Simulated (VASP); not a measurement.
TiSi2, 3 atoms in the cell. The structure is orthorhombic, space group Immm (No. 71). Conventional cell: a = 2.882 Å, b = 3.340 Å, c = 8.201 Å, α = 90.00°, β = 90.00°, γ = 90.00°. Ti (site symmetry mmm) has 10 Si at 2.61 to 2.66 Å and 4 Ti at 2.88 to 3.34 Å within 3.4 Å. Si (site symmetry mm2) has 9 Si at 2.48 to 3.34 Å and 5 Ti at 2.61 to 2.66 Å within 3.4 Å.  This cell differs from its parent crystal: atoms shifted along a free coordinate.

* Program: VASP 6.6.1
* Task: single point
* Functional: LDA
* Potentials or basis: VASP PAW LDA potentials, release 64 (Ti_sv, Si)
* Cutoff: 520 eV
* k mesh: 18 × 18 × 18
* Occupations: gaussian, width 0.15 eV
* Spin: no spin polarisation
* Dipole correction: no
* Further INCAR settings: ALGO = Normal; EDIFF = 1e-07; NBANDS = 17

Potentials or basis: VASP PAW LDA potentials, release 64 (Ti_sv, Si).

The run is started by

```console
$ cat potpaw_LDA.64/Ti_sv/POTCAR potpaw_LDA.64/Si/POTCAR > POTCAR
$ mpirun -np 1 vasp_std > vasp.out
```

Hardware: 1 thread of Intel(R) Xeon(R) Platinum 8488C (Sapphire Rapids) (shared host).

Question: Estimate the wall time of this run.

Answer: Wall time 16 min on 1 thread of Intel(R) Xeon(R) Platinum 8488C (Sapphire Rapids) (shared host), peak memory 0.63 GiB. Counts: scf iterations 15, k points 865.
